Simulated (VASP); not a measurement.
Input of a VASP 6.6.1 run:

INCAR

```
ALGO = Normal ; EDIFF = 1E-6
ENCUT = 520 ; ISIF = 2
ISMEAR = -1 ; LASPH = True
LCHARG = False ; LREAL = False
LWAVE = False ; NBANDS = 19
NELM = 60 ; PREC = Accurate
SIGMA = 0.1
```

File KPOINTS:

```
k-points
0
Gamma
  7 7 3
```

The input POSCAR:

```
Zn
1.0
    2.5709734941      0.0000000000      0.0000000000
   -1.2854867470      2.2265283583      0.0000000000
    0.0000000000      0.0000000000      4.7361908757
Zn
2
Direct
    0.3333333333      0.6666666667      0.2500000000
    0.6666666667      0.3333333333      0.7500000000
```

Potentials or basis: VASP PAW LDA potentials, release 64 (Zn).

Launch:

```bash
$ cat potpaw_LDA.64/Zn/POTCAR > POTCAR
$ mpirun -np 1 vasp_std > vasp.out
```

Question: Predict the pressure.

Answer: 0.5 GPa.

Question: Predict the band gap on the k mesh.

Answer: Zero (band 12 reaches 5.21 eV, above the bottom of band 13 at 0.86 eV).

Stress tensor (GPa, compression positive):
```
 0.92  0.00  0.00
 0.00  0.92  0.00
 0.00  0.00 -0.47
```

Caveat: the k points lie up to 0.44 Å⁻¹ apart.
